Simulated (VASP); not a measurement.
A run of VASP 6.6.1 is set up as follows.

The input INCAR:

```
ALGO = Normal
EDIFF = 1E-6
ENCUT = 520
GGA = PE
ISIF = 2
ISMEAR = 0
LASPH = T
LCHARG = T
LELF = T
LREAL = F
LVHAR = T
LWAVE = F
NBANDS = 15
NELM = 60
PREC = Accurate
SIGMA = 0.05
```

File KPOINTS:

```
k-points
0
Gamma
  6 6 6
```

File POSCAR:

```
KI
1.0
    0.0000000000      3.6831074658      3.5873258652
    3.6831074658      0.0000000000      3.5873258652
    3.6831074658      3.6831074658      0.0000000000
K I
1 1
Direct
   -0.0889241769     -0.0889241769      0.0889241769
    0.5273968612      0.5273968612      0.4726031388
```

Potentials or basis: VASP PAW PBE potentials, release 64 (K_sv, I).

Launch:

```console
$ cat potpaw_PBE.64/K_sv/POTCAR potpaw_PBE.64/I/POTCAR > POTCAR
$ mpirun -np 1 vasp_std > vasp.out
```

(1) Predict the largest force.

(2) Estimate the band gap on the k mesh.

(3) Estimate the pressure.

Results:

(1) 2.614 eV/Å.

(2) 3.76 eV, direct.

(3) 3.1 GPa.

Caveat: spin-orbit coupling is left out, which moves the levels of the heavy elements; forces of over 1 eV/Å act on the atoms, so gaps and moduli don't describe the material at rest.
